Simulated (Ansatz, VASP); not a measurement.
# ScGa5S in VASP and in Ansatz

```
Sc Ga S
1.0
     3.95091    0.00000    0.00000
     0.00000    3.95091    0.00000
     0.00000    0.00000    8.58647
Sc Ga S
1 5 1
Direct
  0.00000 0.00000 0.00000
  0.00000 0.50000 0.73606
  0.50000 0.00000 0.73606
  0.00000 0.50000 0.26394
  0.50000 0.00000 0.26394
  0.50000 0.50000 0.00000
  0.00000 0.00000 0.50000
```

Alike in both runs: functional PBE; k mesh 4 × 4 × 3; occupations gaussian, width 0.2 eV; no spin polarisation.

Ansatz relaxed the structure, and its values are those at the end. VASP's run is a single point on that final structure, the one shown.

|  | VASP | Ansatz |
| --- | --- | --- |
| version | VASP 6.6.1 | Ansatz 0.2.0 |
| potentials or method | VASP PAW PBE potentials, release 64 (Sc_sv, Ga_d, S), cutoff 520 eV | scalar-relativistic, plane waves, PAW |
| valence electrons in the cell | 82 | 82 |

```tsv
	VASP	Ansatz	Ansatz less VASP
gap on the k mesh at the Fermi level (eV)	none	none	-
pressure (GPa)	0.2	0.1	-0.12
rms of the force components (eV/Å)	0.007	0.005	-0.0018
```

A gap of «none» marks a metal or a gap that the smearing closes.

The k mesh is coarse, so the values compare programs but aren't converged.
